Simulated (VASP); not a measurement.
# Ag (Pm-3m) in VASP: notebook

The runs below take Ag through single point, relaxation of cell and atoms, with LDA.

Everything below comes from runs of VASP 6.6.1. Logs are shortened: lines on timing, memory, paths and dates and some standing lists are left out, and cuts for length are marked.

### 1 The cell of the first run

It takes space group Pm-3m (No. 221, cubic). The conventional cell has a = 2.646 Å, b = 2.646 Å, c = 2.646 Å, α = 90.00°, β = 90.00°, γ = 90.00°. Within 3.5 Å of Ag (site symmetry m-3m) lie 6 Ag at 2.65 Å.

### 2 Single point, LDA

Contents of INCAR:

```
PREC = Accurate
ENCUT = 520
EDIFF = 1E-6
ISMEAR = -1
SIGMA = 0.1
LREAL = F
LASPH = T
NELM = 60
ALGO = Normal
ISIF = 2
LWAVE = F
LCHARG = F
NBANDS = 12
```

Contents of KPOINTS:

```
Automatic mesh
0
Gamma
  7 7 7
```

Contents of POSCAR:

```
Ag
1.0
    2.6464363733      0.0000000000      0.0000000000
    0.0000000000      2.6464363733      0.0000000000
    0.0000000000      0.0000000000      2.6464363733
Ag
1
Direct
    0.0000000000      0.0000000000      0.0000000000
```

Potentials or basis: VASP PAW LDA potentials, release 64 (Ag).

Started as:

```
$ cat potpaw_LDA.64/Ag/POTCAR > POTCAR
$ mpirun -np 1 vasp_std > vasp.out
```

OUTCAR:

```text
PREC = Accurate
   ENCUT = 520
   EDIFF = 1E-6
   ISMEAR = -1
   LREAL = F
   LASPH = T
   NELM = 60
   ISIF = 2

 ion  position               nearest neighbor table
   1  0.000  0.000  0.000-

  LATTYP: Found a simple cubic cell.
 ALAT       =     2.6464363733

  Lattice vectors:

 A1 = (   2.6464363733,   0.0000000000,   0.0000000000)
 A2 = (   0.0000000000,   2.6464363733,   0.0000000000)
 A3 = (   0.0000000000,   0.0000000000,   2.6464363733)

Analysis of symmetry for initial positions (statically):
=====================================================================
 Subroutine PRICEL returns:
 Original cell was already a primitive cell.

 Routine SETGRP: Setting up the symmetry group for a
 simple cubic supercell.

 Subroutine GETGRP returns: Found 48 space group operations
 (whereof 48 operations were pure point group operations)
 out of a pool of 48 trial point group operations.

The static configuration has the point symmetry O_h .

Analysis of symmetry for dynamics (positions and initial velocities):
=====================================================================
 Subroutine PRICEL returns:
 Original cell was already a primitive cell.

 Routine SETGRP: Setting up the symmetry group for a
 simple cubic supercell.

 Subroutine GETGRP returns: Found 48 space group operations
 (whereof 48 operations were pure point group operations)
 out of a pool of 48 trial point group operations.

The dynamic configuration has the point symmetry O_h .

 Subroutine INISYM returns: Found 48 space group operations
 (whereof 48 operations are pure point group operations),
 and found     1 'primitive' translations

----------------------------------------------------------------------------------------

                                     Primitive cell

  volume of cell :      18.5346

  direct lattice vectors                    reciprocal lattice vectors
     2.646436373  0.000000000  0.000000000     0.377866632  0.000000000  0.000000000
     0.000000000  2.646436373  0.000000000     0.000000000  0.377866632  0.000000000
     0.000000000  0.000000000  2.646436373     0.000000000  0.000000000  0.377866632

  length of vectors
     2.646436373  2.646436373  2.646436373     0.377866632  0.377866632  0.377866632

  position of ions in fractional coordinates (direct lattice)
     0.000000000  0.000000000  0.000000000

  ion indices of the primitive-cell ions
   primitive index   ion index
                 1           1

----------------------------------------------------------------------------------------

 KPOINTS: Automatic mesh

Automatic generation of k-mesh.
 Grid dimensions read from file:
 generate k-points for:    7    7    7

 Generating k-lattice:

  Cartesian coordinates                     Fractional coordinates (reciprocal lattice)
     0.053980947  0.000000000  0.000000000     0.142857143  0.000000000  0.000000000
     0.000000000  0.053980947  0.000000000     0.000000000  0.142857143  0.000000000
     0.000000000  0.000000000  0.053980947     0.000000000  0.000000000  0.142857143

  Length of vectors
     0.053980947  0.053980947  0.053980947

  Shift w.r.t. Gamma in fractional coordinates (k-lattice)
     0.000000000  0.000000000  0.000000000

 Subroutine IBZKPT returns following result:
 ===========================================

 Found     20 irreducible k-points:

 Following reciprocal coordinates:
            Coordinates               Weight
  0.000000  0.000000  0.000000      1.000000
  0.142857  0.000000  0.000000      6.000000
  0.285714  0.000000  0.000000      6.000000
  0.428571  0.000000  0.000000      6.000000
  0.142857  0.142857  0.000000     12.000000
  0.285714  0.142857  0.000000     24.000000
[... 12 lines left out ...]
  0.428571  0.428571  0.285714     24.000000
  0.428571  0.428571  0.428571      8.000000
   k-points           NKPTS =     20   k-points in BZ     NKDIM =     20   number of bands    NBANDS=     12
   number of dos      NEDOS =    301   number of ions     NIONS =      1
   total plane-waves  NPLWV =   8000
   dimension x,y,z NGX =    20 NGY =   20 NGZ =   20
   dimension x,y,z NGXF=    40 NGYF=   40 NGZF=   40
   ions per type =               1
   NGX,Y,Z   is equivalent  to a cutoff of  12.56, 12.56, 12.56 a.u.
   NGXF,Y,Z  is equivalent  to a cutoff of  25.13, 25.13, 25.13 a.u.
 SYSTEM =  unknown system
   PREC   = accura    normal or accurate (medium, high low for compatibility)
   ISTART =      0    job   : 0-new  1-cont  2-samecut
   ICHARG =      2    charge: 1-file 2-atom 10-const
   ISPIN  =      1    spin polarized calculation?
   LNONCOLLINEAR =      F non collinear calculations
   LSORBIT =      F    spin-orbit coupling
   LASPH  =      T    aspherical Exc in radial PAW
   ENCUT  =  520.0 eV  38.22 Ry    6.18 a.u.   4.92  4.92  4.92*2*pi/ulx,y,z
   NELM   =     60;   NELMIN=  2; NELMDL= -5     # of ELM steps
   EDIFF  = 0.1E-05   stopping-criterion for ELM
   LREAL  =      F    real-space projection
   EDIFFG = 0.1E-04   stopping-criterion for IOM
   NSW    =      0    number of steps for IOM
   IBRION =     -1    ionic relax: 0-MD 1-quasi-New 2-CG
   NFREE  =      0    steps in history (QN), initial steepest desc. (CG)
   ISIF   =      2    stress and relaxation
   ISYM   =      2    0-nonsym 1-usesym 2-fastsym
   POTIM  = 0.5000    time-step for ionic-motion
   TEBEG  =    0.0;   TEEND  =   0.0 temperature during run
   PSTRESS=    0.0 pullay stress
   NELECT =      11.0000    total number of electrons
   NUPDOWN=      -1.0000    fix difference up-down
   EMIN   =  10.00;   EMAX   =-10.00  energy-range for DOS
   EFERMI =   0.00;   METHOD = LEGACY
   ISMEAR =    -1;   SIGMA  =   0.10  broadening in eV -4-tet -1-fermi 0-gaus
   EFERMI_NEDOS =   21; number of points for ismear=-14 and -15
   IALGO  =     38    algorithm
   IMIX   =      4    mixing-type and parameters
     AMIX     =   0.40;   BMIX     =  1.00
     AMIX_MAG =   1.60;   BMIX_MAG =  1.00
  volume/ion in A,a.u.               =      18.53       125.08
  Fermi-wavevector in a.u.,A,eV,Ry     =   1.375765  2.599819 25.752147  1.892729
  Thomas-Fermi vector in A             =   2.501071
   LORBIT       =      0    0 simple, 1 ext, 2 COOP (PROOUT), +10 PAW based schemes
   GGA     = CA    functional components
   LHFCALC =     F    Hartree Fock is set to
   AEXX    =    0.0000 exact exchange contribution
   IVDW    =     0    specifies the selected vdW correction
   LEPSILON=     F    determine dielectric tensor
   LRPA    =     F    only Hartree local field effects (RPA)
 non-spin polarized calculation
  energy-cutoff  :      520.00
  volume of cell :       18.53
 maximum number of plane-waves:       508
 NGX is ok and might be reduce to    20
   NGX =  9   NGY =  9   NGZ =  9

 number of electron      11.0000001 magnetization

 Free energy of the ion-electron system (eV)
  ---------------------------------------------------
  ext. energy  EPLUGINS =         0.00000000
  ---------------------------------------------------
  free energy    TOTEN  =        -3.36230488 eV

  energy without entropy =       -3.35209708  energy(sigma->0) =       -3.35720098

 E-fermi :   6.9239     XC(G=0): -11.9972

 val. band max:        6.8824442871   @ k =   0.2857   0.2857   0.2857
 cond. band min:       7.4778674350   @ k =   0.4286   0.2857   0.0000
 fundamental gap:      0.5954231479
 Fermi energy:         6.9238693113

 k-point     1 :       0.0000    0.0000    0.0000
  band No.  band energies     occupation
      1      -0.1539      2.00000
      2       0.6834      2.00000
      3       0.6834      2.00000
      4       4.2598      2.00000
      5       4.2598      2.00000
      6       4.2598      2.00000
      7      21.6375      0.00000
      8      21.6375      0.00000
      9      21.6375      0.00000
     10      27.3915      0.00000
     11      27.3915      0.00000
     12      27.9279      0.00000

 k-point     2 :       0.1429    0.0000    0.0000
  band No.  band energies     occupation
      1       0.2713      2.00000
      2       0.7489      2.00000
      3       1.0929      2.00000
      4       4.0171      2.00000
      5       4.0171      2.00000
      6       4.2800      2.00000
      7      18.3761      0.00000
      8      22.3903      0.00000
      9      22.3903      0.00000
     10      26.7582      0.00000
     11      27.6343      0.00000
     12      31.5648      0.00000

 k-point     3 :       0.2857    0.0000    0.0000
  band No.  band energies     occupation
      1       0.8904      2.00000
      2       0.9000      2.00000
      3       2.7575      2.00000
      4       3.5110      2.00000
      5       3.5110      2.00000
      6       4.3256      2.00000
      7      13.8840      0.00000
      8      24.3514      0.00000
      9      24.3514      0.00000
     10      25.4589      0.00000
     11      27.3540      0.00000
     12      34.5631      0.00000
[... 226 lines left out ...]
 k-point    19 :       0.4286    0.4286    0.2857
  band No.  band energies     occupation
      1       1.1928      2.00000
      2       1.9791      2.00000
      3       2.0244      2.00000
      4       3.5541      2.00000
      5       4.8502      2.00000
      6      11.6571      0.00000
      7      14.2056      0.00000
      8      16.6286      0.00000
      9      18.4346      0.00000
     10      23.0565      0.00000
     11      25.2016      0.00000
     12      25.5549      0.00000

 k-point    20 :       0.4286    0.4286    0.4286
  band No.  band energies     occupation
      1       1.3612      2.00000
      2       1.4699      2.00000
      3       1.4699      2.00000
      4       4.8931      2.00000
      5       4.8931      2.00000
      6      13.7218      0.00000
      7      16.1610      0.00000
      8      16.1610      0.00000
      9      17.5181      0.00000
     10      22.7245      0.00000
     11      22.7245      0.00000
     12      23.3092      0.00000

------------------------ aborting loop because EDIFF is reached ----------------------------------------

  FORCE on cell =-STRESS in cart. coord.  units (eV):
  Direction    XX          YY          ZZ          XY          YZ          ZX
  --------------------------------------------------------------------------------------
  -------------------------------------------------------------------------------------
  Total        0.0073037      0.0073037      0.0073037      0.0000000      0.0000000      0.0000000
  in kB        0.6313500      0.6313500      0.6313500      0.0000000      0.0000000      0.0000000
  external PRESSURE =       0.6313500 kB  Pullay stress =       0.0000000 kB

 VOLUME and BASIS-vectors are now :
 -----------------------------------------------------------------------------
  energy-cutoff  :      520.00
  volume of cell :       18.53
      direct lattice vectors                 reciprocal lattice vectors
     2.646436373  0.000000000  0.000000000     0.377866632  0.000000000  0.000000000
     0.000000000  2.646436373  0.000000000     0.000000000  0.377866632  0.000000000
     0.000000000  0.000000000  2.646436373     0.000000000  0.000000000  0.377866632

 POSITION                                       TOTAL-FORCE (eV/Angst)
 -----------------------------------------------------------------------------------
      0.00000      0.00000      0.00000         0.000000      0.000000      0.000000
 -----------------------------------------------------------------------------------
    total drift:                               -0.000000      0.000000     -0.000000

  FREE ENERGIE OF THE ION-ELECTRON SYSTEM (eV)
  ---------------------------------------------------
  free  energy   TOTEN  =        -3.3623048849 eV

  energy  without entropy=       -3.3520970819  energy(sigma->0) =       -3.35720098
```

Run time: 3.3 s. Hardware: 1 thread of AMD EPYC 7R13 (Zen 3), shared host; peak memory 0.08 GiB.

Results:

* Free energy: -3.3623 eV
* Pressure: 0.1 GPa

### 3 Relaxation of cell and atoms, LDA

This run uses another cell than the first one, of 18.82 Å³/atom, 1.015 times its volume.

Contents of INCAR:

```
SYSTEM = Ag
PREC = Accurate
ENCUT = 600
EDIFF = 1E-6
ISMEAR = -1
SIGMA = 0.1
LREAL = .FALSE.
LASPH = .TRUE.
NELM = 100
ALGO = Normal
ISIF = 3
LWAVE = .FALSE.
LCHARG = .FALSE.
IBRION = 2
NSW = 80
EDIFFG = -0.01
```

Contents of KPOINTS:

```
regular mesh
0
G
  7 7 7
  0 0 0
```

Contents of POSCAR:

```
Ag
1.0
    2.6600000000      0.0000000000      0.0000000000
    0.0000000000      2.6600000000      0.0000000000
    0.0000000000      0.0000000000      2.6600000000
Ag
1
Direct
    0.0000000000      0.0000000000      0.0000000000
```

Potentials or basis: VASP PAW LDA potentials, release 64 (Ag).

Started as:

```
$ cat potpaw_LDA.64/Ag/POTCAR > POTCAR
$ mpirun -np 1 vasp_std > vasp.out
```

OUTCAR:

```text
SYSTEM = Ag
   PREC = Accurate
   ENCUT = 600
   EDIFF = 1E-6
   ISMEAR = -1
   LREAL = .FALSE.
   LASPH = .TRUE.
   NELM = 100
   ISIF = 3
   IBRION = 2
   NSW = 80
   EDIFFG = -0.01

 ion  position               nearest neighbor table
   1  0.000  0.000  0.000-

  LATTYP: Found a simple cubic cell.
 ALAT       =     2.6600000000

  Lattice vectors:

 A1 = (   2.6600000000,   0.0000000000,   0.0000000000)
 A2 = (   0.0000000000,   2.6600000000,   0.0000000000)
 A3 = (   0.0000000000,   0.0000000000,   2.6600000000)

Analysis of symmetry for initial positions (statically):
=====================================================================
 Subroutine PRICEL returns:
 Original cell was already a primitive cell.

 Routine SETGRP: Setting up the symmetry group for a
 simple cubic supercell.

 Subroutine GETGRP returns: Found 48 space group operations
 (whereof 48 operations were pure point group operations)
 out of a pool of 48 trial point group operations.

The static configuration has the point symmetry O_h .

Analysis of symmetry for dynamics (positions and initial velocities):
[... 140 lines left out ...]
 NGX is ok and might be reduce to    24
   NGX = 11   NGY = 11   NGZ = 11

--------------------------------------- Ionic step        1  -------------------------------------------

 number of electron      11.0000003 magnetization

 Free energy of the ion-electron system (eV)
  ---------------------------------------------------
  ext. energy  EPLUGINS =         0.00000000
  ---------------------------------------------------
  free energy    TOTEN  =        -3.36099609 eV

  energy without entropy =       -3.35071631  energy(sigma->0) =       -3.35585620

------------------------ aborting loop because EDIFF is reached ----------------------------------------

  FORCE on cell =-STRESS in cart. coord.  units (eV):
  Direction    XX          YY          ZZ          XY          YZ          ZX
  --------------------------------------------------------------------------------------
  -------------------------------------------------------------------------------------
  Total       -0.1738783     -0.1738783     -0.1738783      0.0000000      0.0000000      0.0000000
  in kB      -14.8016835    -14.8016835    -14.8016835      0.0000000      0.0000000      0.0000000
  external PRESSURE =     -14.8016835 kB  Pullay stress =       0.0000000 kB
[... 57 lines left out ...]
--------------------------------------- Ionic step        3  -------------------------------------------

 number of electron      11.0000001 magnetization

 Free energy of the ion-electron system (eV)
  ---------------------------------------------------
  ext. energy  EPLUGINS =         0.00000000
  ---------------------------------------------------
  free energy    TOTEN  =        -3.36227807 eV

  energy without entropy =       -3.35206765  energy(sigma->0) =       -3.35717286

 E-fermi :   6.9154     XC(G=0): -11.9933

 val. band max:        6.8737863523   @ k =   0.2857   0.2857   0.2857
 cond. band min:       7.4692707557   @ k =   0.4286   0.2857   0.0000
 fundamental gap:      0.5954844035
 Fermi energy:         6.9153749048

 k-point     1 :       0.0000    0.0000    0.0000
  band No.  band energies     occupation
      1      -0.1580      2.00000
      2       0.6784      2.00000
      3       0.6784      2.00000
      4       4.2512      2.00000
      5       4.2512      2.00000
      6       4.2512      2.00000
      7      21.6243      0.00000
      8      21.6243      0.00000
      9      21.6243      0.00000
[... 254 lines left out ...]
  FREE ENERGIE OF THE ION-ELECTRON SYSTEM (eV)
  ---------------------------------------------------
  free  energy   TOTEN  =        -3.3622780694 eV

  energy  without entropy=       -3.3520676508  energy(sigma->0) =       -3.35717286

 reached required accuracy - stopping structural energy minimisation
```

CONTCAR:

```text
Ag
   1.00000000000000
     2.6470146335868119    0.0000000000000000    0.0000000000000000
     0.0000000000000000    2.6470146335868119   -0.0000000000000000
    -0.0000000000000000    0.0000000000000000    2.6470146335868119
  Ag
     1
Direct
     0.0000000000000000    0.0000000000000000    0.0000000000000000

  0.00000000E+00  0.00000000E+00  0.00000000E+00
```

Wall time 7.3 s (1 thread of AMD EPYC 7R13 (Zen 3), shared host); peak memory 0.11 GiB.

Results:

```
Free energy                            : -3.3623 eV
Relaxed volume                         : 18.55 Å³/atom
Relaxed cell                           : a = 2.647 Å, b = 2.647 Å, c = 2.647 Å, α = 90.00°, β = 90.00°, γ = 90.00°
Space group after relaxing (to 0.05 Å) : Pm-3m (No. 221)
Energy gained by relaxing              : 1.3 meV/atom
Ionic steps                            : 3
Pressure after relaxing                : 0.0 GPa
```

The path:
```tsv
step	energy change (eV)	largest force (eV/Å)	pressure (GPa)	volume (Å³)
1	0.0000	0.0000	-1.48	18.82
2	-0.0006	0.0000	1.14	18.35
3	-0.0013	0.0000	0.01	18.55
```

Final structure:
```
Ag
1.0
     2.64701    0.00000    0.00000
     0.00000    2.64701    0.00000
     0.00000    0.00000    2.64701
Ag
1
Direct
  0.00000 0.00000 0.00000
```
